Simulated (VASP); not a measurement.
CuI:

```
CELL_PARAMETERS angstrom
0.00000 3.03150 3.03150
3.03150 0.00000 3.03150
3.03150 3.03150 0.00000
ATOMIC_POSITIONS crystal
I 0.00000 0.00000 0.00000
Cu 0.75000 0.75000 0.75000
```

| Quantity | Value |
| --- | --- |
| Program | VASP 6.6.1 |
| Task | relaxation of cell and atoms |
| Functional | PBE |
| Dispersion | D3(BJ) |
| Potentials or basis | VASP PAW PBE potentials, release 64 (I, Cu) |
| Cutoff | 600 eV |
| k mesh | 8 × 8 × 8 |
| Occupations | fermi-dirac, width 0.05 eV |
| Spin | no spin polarisation |

At the start: pressure -1.9 GPa; volume 27.86 Å³/atom.

Problem. How do energy, volume and symmetry change on relaxing?

Solution. Over 3 steps the energy falls by 7.5 meV/atom and the volume is 26.65 Å³/atom (-4.3 %); space group F-43m (No. 216, to 0.1 Å) before and after.

The path:
| step | energy change (eV) | largest force (eV/Å) | pressure (GPa) | volume (Å³) |
| --- | --- | --- | --- | --- |
| 1 | 0.0000 | 0.0000 | -1.91 | 55.72 |
| 2 | -0.0150 | 0.0000 | 0.19 | 53.09 |
| 3 | -0.0151 | 0.0000 | -0.02 | 53.30 |

Final structure:
```xyz
2
Lattice="0.0000 2.9869 2.9869 2.9869 0.0000 2.9869 2.9869 2.9869 0.0000" Properties=species:S:1:pos:R:3 pbc="T T T"
I     0.0000    0.0000    0.0000
Cu    4.4803    4.4803    4.4803
```
